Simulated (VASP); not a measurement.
A run of VASP 6.6.1 is set up as follows.

File INCAR:

```
SYSTEM = Bi
PREC = Accurate ; ENCUT = 520
EDIFF = 1E-7 ; ISMEAR = -1
SIGMA = 0.05 ; LREAL = .FALSE.
LASPH = .TRUE. ; NELM = 100
ALGO = Normal ; ISIF = 2
LWAVE = .FALSE. ; LCHARG = .FALSE.
GGA = PS ; NBANDS = 22
```

The input KPOINTS:

```
regular mesh
0
G
  7 7 7
  0 0 0
```

The input POSCAR:

```
Bi
1.0
    2.2368543514      1.2914484619      3.8847772595
   -2.2368543514      1.2914484619      3.8847772595
    0.0000000000     -2.5828969239      3.8847772595
Bi
2
Direct
    0.7660000000      0.7660000000      0.7660000000
    0.2340000000      0.2340000000      0.2340000000
```

Potentials or basis: VASP PAW PBE potentials, release 64 (Bi_d).

Command:

```bash
$ cat potpaw_PBE.64/Bi_d/POTCAR > POTCAR
$ mpirun -np 1 vasp_std > vasp.out
```

Task: What does it give for the pressure?

Result: 1.8 GPa.

Task: What does it give for the largest force?

Result: 0.331 eV/Å.

Forces in eV/Å, atoms in the order of the input:
```
Bi   0.000  0.000 -0.331
Bi   0.000  0.000  0.331
```

Caveat: the PAW data sets were made with another functional, which shifts forces and pressure a little.
